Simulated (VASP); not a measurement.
# SnSe (rocksalt type) (Fm-3m) in VASP: notebook

The runs below take SnSe (rocksalt type) through single point, with PBE.

All numbers are computed with VASP 6.6.1; they aren't measurements. Logs are shortened: lines on timing, memory, paths and dates and some standing lists are left out, and cuts for length are marked.

## (1) The cell of the first run

The structure is cubic, space group Fm-3m (No. 225). Conventional cell: a = 5.433 Å, b = 5.433 Å, c = 5.433 Å, α = 90.00°, β = 90.00°, γ = 90.00°. Sn (site symmetry m-3m) has 6 Se at 2.72 Å within 3.6 Å. Within 3.6 Å of Se (site symmetry m-3m) lie 6 Sn at 2.72 Å.

## (2) Single point, PBE (20.05 Å³/atom)

File INCAR:

```
SYSTEM = SnSe
PREC = Accurate
ENCUT = 520
EDIFF = 1E-6
ISMEAR = -1
SIGMA = 0.1
LREAL = .FALSE.
LASPH = .TRUE.
NELM = 60
ALGO = Normal
ISIF = 2
LWAVE = .FALSE.
LCHARG = .FALSE.
GGA = PE
NBANDS = 17
```

File KPOINTS:

```
regular mesh
0
G
  14 14 14
  0 0 0
```

File POSCAR:

```
SnSe
1.0
    0.0000000000      2.7165808426      2.7165808426
    2.7165808426      0.0000000000      2.7165808426
    2.7165808426      2.7165808426      0.0000000000
Sn Se
1 1
Direct
    0.0000000000      0.0000000000      0.0000000000
    0.5000000000      0.5000000000      0.5000000000
```

Potentials or basis: VASP PAW PBE potentials, release 64 (Sn_d, Se).

On the command line:

```sh
cat potpaw_PBE.64/Sn_d/POTCAR potpaw_PBE.64/Se/POTCAR > POTCAR
mpirun -np 1 vasp_std > vasp.out
```

OUTCAR:

```text
SYSTEM = SnSe
   PREC = Accurate
   ENCUT = 520
   EDIFF = 1E-6
   ISMEAR = -1
   LREAL = .FALSE.
   LASPH = .TRUE.
   NELM = 60
   ISIF = 2
   GGA = PE

 ion  position               nearest neighbor table
   1  0.000  0.000  0.000-   2 2.72   2 2.72   2 2.72   2 2.72   2 2.72   2 2.72
   2  0.500  0.500  0.500-   1 2.72   1 2.72   1 2.72   1 2.72   1 2.72   1 2.72

  LATTYP: Found a face centered cubic cell.
 ALAT       =     5.4331616852

  Lattice vectors:

 A1 = (   0.0000000000,   2.7165808426,   2.7165808426)
 A2 = (   2.7165808426,   0.0000000000,   2.7165808426)
 A3 = (   2.7165808426,   2.7165808426,   0.0000000000)

Analysis of symmetry for initial positions (statically):
=====================================================================
 Subroutine PRICEL returns:
 Original cell was already a primitive cell.

 Routine SETGRP: Setting up the symmetry group for a
 face centered cubic supercell.

 Subroutine GETGRP returns: Found 48 space group operations
 (whereof 48 operations were pure point group operations)
 out of a pool of 48 trial point group operations.

The static configuration has the point symmetry O_h .

Analysis of symmetry for dynamics (positions and initial velocities):
=====================================================================
 Subroutine PRICEL returns:
 Original cell was already a primitive cell.

 Routine SETGRP: Setting up the symmetry group for a
 face centered cubic supercell.

 Subroutine GETGRP returns: Found 48 space group operations
 (whereof 48 operations were pure point group operations)
 out of a pool of 48 trial point group operations.

The dynamic configuration has the point symmetry O_h .

 Subroutine INISYM returns: Found 48 space group operations
 (whereof 48 operations are pure point group operations),
 and found     1 'primitive' translations

----------------------------------------------------------------------------------------

                                     Primitive cell

  volume of cell :      40.0957

  direct lattice vectors                    reciprocal lattice vectors
     0.000000000  2.716580843  2.716580843    -0.184054894  0.184054894  0.184054894
     2.716580843  0.000000000  2.716580843     0.184054894 -0.184054894  0.184054894
     2.716580843  2.716580843  0.000000000     0.184054894  0.184054894 -0.184054894

  length of vectors
     3.841825471  3.841825471  3.841825471     0.318792428  0.318792428  0.318792428

  position of ions in fractional coordinates (direct lattice)
     0.000000000  0.000000000  0.000000000
     0.500000000  0.500000000  0.500000000

  ion indices of the primitive-cell ions
   primitive index   ion index
                 1           1
                 2           2

----------------------------------------------------------------------------------------

 KPOINTS: regular mesh

Automatic generation of k-mesh.
 Grid dimensions read from file:
 generate k-points for:   14   14   14

 Generating k-lattice:

  Cartesian coordinates                     Fractional coordinates (reciprocal lattice)
    -0.013146778  0.013146778  0.013146778     0.071428571  0.000000000  0.000000000
     0.013146778 -0.013146778  0.013146778     0.000000000  0.071428571  0.000000000
     0.013146778  0.013146778 -0.013146778     0.000000000  0.000000000  0.071428571

  Length of vectors
     0.022770888  0.022770888  0.022770888

  Shift w.r.t. Gamma in fractional coordinates (k-lattice)
     0.000000000  0.000000000  0.000000000

 Subroutine IBZKPT returns following result:
 ===========================================

 Found    104 irreducible k-points:

 Following reciprocal coordinates:
            Coordinates               Weight
  0.000000  0.000000  0.000000      1.000000
  0.071429  0.000000  0.000000      8.000000
  0.142857  0.000000  0.000000      8.000000
  0.214286  0.000000  0.000000      8.000000
  0.285714  0.000000  0.000000      8.000000
  0.357143  0.000000  0.000000      8.000000
[... 16 lines left out ...]
  0.214286  0.142857  0.000000     24.000000
  0.285714  0.142857  0.000000     24.000000
 [... further k-points ...]
   k-points           NKPTS =    104   k-points in BZ     NKDIM =    104   number of bands    NBANDS=     17
   number of dos      NEDOS =    301   number of ions     NIONS =      2
   total plane-waves  NPLWV =  27000
   dimension x,y,z NGX =    30 NGY =   30 NGZ =   30
   dimension x,y,z NGXF=    60 NGYF=   60 NGZF=   60
   ions per type =               1   1
   NGX,Y,Z   is equivalent  to a cutoff of  12.98, 12.98, 12.98 a.u.
   NGXF,Y,Z  is equivalent  to a cutoff of  25.96, 25.96, 25.96 a.u.
 SYSTEM =  SnSe
   PREC   = accura    normal or accurate (medium, high low for compatibility)
   ISTART =      0    job   : 0-new  1-cont  2-samecut
   ICHARG =      2    charge: 1-file 2-atom 10-const
   ISPIN  =      1    spin polarized calculation?
   LNONCOLLINEAR =      F non collinear calculations
   LSORBIT =      F    spin-orbit coupling
   LASPH  =      T    aspherical Exc in radial PAW
   ENCUT  =  520.0 eV  38.22 Ry    6.18 a.u.   7.14  7.14  7.14*2*pi/ulx,y,z
   NELM   =     60;   NELMIN=  2; NELMDL= -5     # of ELM steps
   EDIFF  = 0.1E-05   stopping-criterion for ELM
   LREAL  =      F    real-space projection
   EDIFFG = 0.1E-04   stopping-criterion for IOM
   NSW    =      0    number of steps for IOM
   IBRION =     -1    ionic relax: 0-MD 1-quasi-New 2-CG
   NFREE  =      0    steps in history (QN), initial steepest desc. (CG)
   ISIF   =      2    stress and relaxation
   ISYM   =      2    0-nonsym 1-usesym 2-fastsym
   POTIM  = 0.5000    time-step for ionic-motion
   TEBEG  =    0.0;   TEEND  =   0.0 temperature during run
   PSTRESS=    0.0 pullay stress
   NELECT =      20.0000    total number of electrons
   NUPDOWN=      -1.0000    fix difference up-down
   EMIN   =  10.00;   EMAX   =-10.00  energy-range for DOS
   EFERMI =   0.00;   METHOD = LEGACY
   ISMEAR =    -1;   SIGMA  =   0.10  broadening in eV -4-tet -1-fermi 0-gaus
   EFERMI_NEDOS =   21; number of points for ismear=-14 and -15
   IALGO  =     38    algorithm
   IMIX   =      4    mixing-type and parameters
     AMIX     =   0.40;   BMIX     =  1.00
     AMIX_MAG =   1.60;   BMIX_MAG =  1.00
  volume/ion in A,a.u.               =      20.05       135.29
  Fermi-wavevector in a.u.,A,eV,Ry     =   1.298331  2.453490 22.934854  1.685664
  Thomas-Fermi vector in A             =   2.429666
   LORBIT       =      0    0 simple, 1 ext, 2 COOP (PROOUT), +10 PAW based schemes
   GGA     = PE    functional components
   LHFCALC =     F    Hartree Fock is set to
   AEXX    =    0.0000 exact exchange contribution
   IVDW    =     0    specifies the selected vdW correction
   LEPSILON=     F    determine dielectric tensor
   LRPA    =     F    only Hartree local field effects (RPA)
 non-spin polarized calculation
  energy-cutoff  :      520.00
  volume of cell :       40.10
 maximum number of plane-waves:      1106
 NGX is ok and might be reduce to    30
   NGX = 15   NGY = 15   NGZ = 15

 number of electron      19.9999997 magnetization

 Free energy of the ion-electron system (eV)
  ---------------------------------------------------
  ext. energy  EPLUGINS =         0.00000000
  ---------------------------------------------------
  free energy    TOTEN  =        -7.04857353 eV

  energy without entropy =       -7.03817296  energy(sigma->0) =       -7.04337324

 E-fermi :   9.9740     XC(G=0): -11.0767

 val. band max:        9.8997200184   @ k =  -0.2857   0.1429   0.0000
 cond. band min:      10.0304209986   @ k =   0.5000   0.0714   0.0000
 fundamental gap:      0.1307009801
 Fermi energy:         9.9740227159

 k-point     1 :       0.0000    0.0000    0.0000
  band No.  band energies     occupation
      1     -12.2370      2.00000
      2     -12.2370      2.00000
      3     -12.2187      2.00000
      4     -12.2187      2.00000
      5     -12.2187      2.00000
      6      -6.8710      2.00000
[... 9 lines left out ...]
     16      15.0965      0.00000
     17      17.1204      0.00000

 k-point     2 :       0.0714    0.0000    0.0000
  band No.  band energies     occupation
      1     -12.2382      2.00000
      2     -12.2382      2.00000
      3     -12.2186      2.00000
      4     -12.2171      2.00000
      5     -12.2171      2.00000
      6      -6.8113      2.00000
[... 9 lines left out ...]
     16      15.3842      0.00000
     17      17.7487      0.00000

 k-point     3 :       0.1429    0.0000    0.0000
  band No.  band energies     occupation
      1     -12.2422      2.00000
      2     -12.2422      2.00000
      3     -12.2181      2.00000
      4     -12.2118      2.00000
      5     -12.2118      2.00000
      6      -6.6351      2.00000
[... 9 lines left out ...]
     16      15.6485      0.00000
     17      19.1729      0.00000

 k-point     4 :       0.2143    0.0000    0.0000
  band No.  band energies     occupation
      1     -12.2488      2.00000
      2     -12.2488      2.00000
      3     -12.2175      2.00000
      4     -12.2033      2.00000
      5     -12.2033      2.00000
      6      -6.3532      2.00000
[... 9 lines left out ...]
     16      16.2824      0.00000
     17      20.9488      0.00000
[... 343 lines left out ...]
      1     -12.2552      2.00000
      2     -12.2321      2.00000
      3     -12.2237      2.00000
      4     -12.2078      2.00000
      5     -12.2078      2.00000
      6      -6.5516      2.00000
[... 9 lines left out ...]
     16      17.1277      0.00000
     17      18.4244      0.00000

 k-point    23 :       0.2143    0.1429    0.0000
  band No.  band energies     occupation
      1     -12.2654      2.00000
      2     -12.2325      2.00000
      3     -12.2248      2.00000
      4     -12.2023      2.00000
      5     -12.2006      2.00000
      6      -6.3380      2.00000
[... 9 lines left out ...]
     16      17.5868      0.00000
     17      19.3152      0.00000

 k-point    24 :       0.2857    0.1429    0.0000
  band No.  band energies     occupation
      1     -12.2753      2.00000
      2     -12.2371      2.00000
      3     -12.2237      2.00000
      4     -12.1966      2.00000
      5     -12.1909      2.00000
      6      -6.0275      2.00000
[... 9 lines left out ...]
     16      18.2113      0.00000
     17      20.8525      0.00000

 [... further k-points ...]

------------------------ aborting loop because EDIFF is reached ----------------------------------------

  FORCE on cell =-STRESS in cart. coord.  units (eV):
  Direction    XX          YY          ZZ          XY          YZ          ZX
  --------------------------------------------------------------------------------------
  -------------------------------------------------------------------------------------
  Total        7.9938731      7.9938731      7.9938731      0.0000000      0.0000000      0.0000000
  in kB      319.4257606    319.4257606    319.4257606      0.0000000      0.0000000      0.0000000
  external PRESSURE =     319.4257606 kB  Pullay stress =       0.0000000 kB

 VOLUME and BASIS-vectors are now :
 -----------------------------------------------------------------------------
  energy-cutoff  :      520.00
  volume of cell :       40.10
      direct lattice vectors                 reciprocal lattice vectors
     0.000000000  2.716580843  2.716580843    -0.184054894  0.184054894  0.184054894
     2.716580843  0.000000000  2.716580843     0.184054894 -0.184054894  0.184054894
     2.716580843  2.716580843  0.000000000     0.184054894  0.184054894 -0.184054894

 POSITION                                       TOTAL-FORCE (eV/Angst)
 -----------------------------------------------------------------------------------
      0.00000      0.00000      0.00000         0.000000      0.000000      0.000000
      2.71658      2.71658      2.71658        -0.000000     -0.000000     -0.000000
 -----------------------------------------------------------------------------------
    total drift:                               -0.000000      0.000000      0.000000

  FREE ENERGIE OF THE ION-ELECTRON SYSTEM (eV)
  ---------------------------------------------------
  free  energy   TOTEN  =        -7.0485735303 eV

  energy  without entropy=       -7.0381729595  energy(sigma->0) =       -7.04337324
```

Run time: 35 s. Hardware: 1 thread of AMD EPYC 9R45 (Zen 5), shared host; peak memory 0.19 GiB.

Results:

```yaml
Free_energy: -7.0486 eV
Pressure: 31.9 GPa
Band_gap_on_the_k_mesh: zero (bands 10 and 11 overlap by 0.15 eV)
```

Levels at points of the mesh, in eV from the Fermi level:
```
           k point  band 8  band 9  band 10  band 11  band 12  band 13
(0.00, 0.00, 0.00)   -3.59   -3.59    -3.59     5.00     5.00     5.00
(0.50, 0.00, 0.00)   -3.21   -3.21    -0.71     0.49     0.49     1.62
(0.50, 0.50, 0.00)   -6.57   -5.72    -5.72     1.40     6.87     6.87
```

Caveat: the cell stands under pressure; semilocal functionals underestimate gaps, and a narrow one can read as zero; spin-orbit coupling is left out, which moves the levels of the heavy elements.

[end of part 1 of 2]

The gap in the log of VASP goes by the Fermi energy; the results here count the filled bands.